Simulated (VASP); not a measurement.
A run of VASP 6.6.1 is set up as follows.

File INCAR:

```
PREC     = Accurate       # precision mode
ENCUT    = 500            # plane-wave cutoff, eV
EDIFF    = 1E-6           # SCF threshold, eV
ISMEAR   = 0              # smearing method
SIGMA    = 0.1            # smearing width, eV
LREAL    = False          # projectors in reciprocal space
LASPH    = True           # aspherical terms in the spheres
NELM     = 120            # most SCF steps
ALGO     = Normal         # electronic algorithm
ISIF     = 2              # what is computed and relaxed
LWAVE    = False          # write WAVECAR
LCHARG   = True           # write CHGCAR
GGA      = PE             # functional
LELF     = True           # ELF
LVHAR    = True         
NBANDS   = 43             # bands
GGA_COMPAT= False
```

The input KPOINTS:

```
Automatic mesh
0
Gamma
  10 10 6
```

POSCAR

```
HfCd2
1.0
    4.0187828439      0.0000000000      0.0000000000
    0.0000000000      4.0187828439      0.0000000000
    0.0000000000      0.0000000000      8.2772537421
Hf Cd
2 4
Direct
    0.0000000000      0.5000000000      0.6048882808
    0.5000000000      0.0000000000      0.3951117192
    0.0000000000      0.0000000000      0.0000000000
    0.5000000000      0.5000000000      0.0000000000
    0.0000000000      0.5000000000      0.2593996350
    0.5000000000      0.0000000000      0.7406003650
```

Potentials or basis: VASP PAW PBE potentials, release 64 (Hf_pv, Cd).

Command:

```bash
$ cat potpaw_PBE.64/Hf_pv/POTCAR potpaw_PBE.64/Cd/POTCAR > POTCAR
$ mpirun -np 1 vasp_std > vasp.out
```

Question: Predict the pressure.

Answer: 0.1 GPa.

Question: Estimate the band gap on the k mesh.

Answer: Zero (bands 34 and 35 overlap by 1.84 eV).

Question: Predict the largest force.

Answer: 0.061 eV/Å.

Forces on the atoms (eV/Å):
```
Hf   0.000  0.000 -0.022
Hf   0.000  0.000  0.022
Cd   0.000  0.000  0.000
Cd   0.000  0.000  0.000
Cd   0.000  0.000  0.061
Cd   0.000  0.000 -0.061
```

Caveat: spin-orbit coupling is left out, which moves the levels of the heavy elements.
